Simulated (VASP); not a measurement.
A run of VASP 6.6.1 is set up as follows.

The input INCAR:

```
PREC     = Accurate       # precision mode
ENCUT    = 520            # plane-wave cutoff, eV
EDIFF    = 1E-6           # SCF threshold, eV
ISMEAR   = 0              # smearing method
SIGMA    = 0.15           # smearing width, eV
LREAL    = F              # projectors in reciprocal space
LASPH    = T              # aspherical terms in the spheres
NELM     = 80             # most SCF steps
ALGO     = Fast           # electronic algorithm
ISIF     = 2              # what is computed and relaxed
LWAVE    = F              # write WAVECAR
LCHARG   = T              # write CHGCAR
GGA      = PS             # functional
LELF     = T              # ELF
LVHAR    = T            
NBANDS   = 42             # bands
```

File KPOINTS:

```
regular mesh
0
Gamma
  20 20 4
```

POSCAR

```
Cu
1.0
   -1.4427933200     -1.4427933200     -1.3760814500
   -1.4427933200     -1.4427933200      1.3760814500
   -9.3781565800      7.9353632600      0.0000000000
Cu
6
Direct
    0.4791708333      0.4791708333      0.0833166667
   -0.2291625000     -0.2291625000      0.9166500000
    0.3958375000      0.3958375000      0.4166500000
   -0.0624958333     -0.0624958333      0.2499833333
    0.3125041667      0.3125041667      0.7499833333
   -0.1458291667     -0.1458291667      0.5833166667
```

Potentials or basis: VASP PAW PBE potentials, release 64 (Cu).

Run with:

```sh
$ cat potpaw_PBE.64/Cu/POTCAR > POTCAR
$ mpirun -np 1 vasp_std > vasp.out
```

**Question.** Predict the band gap on the k mesh.

**Answer.** Zero (bands 33 and 34 overlap by 5.54 eV).

**Question.** Predict the largest force.

**Answer.** 0.773 eV/Å.

Forces in eV/Å, atoms in the order of the input:
```
Cu   0.016  0.772  0.000
Cu  -0.016 -0.772  0.000
Cu   0.000 -0.002  0.000
Cu  -0.024  0.010  0.000
Cu   0.024 -0.010  0.000
Cu   0.000  0.002  0.000
```

Caveat: the PAW data sets were made with another functional, which shifts forces and pressure a little.
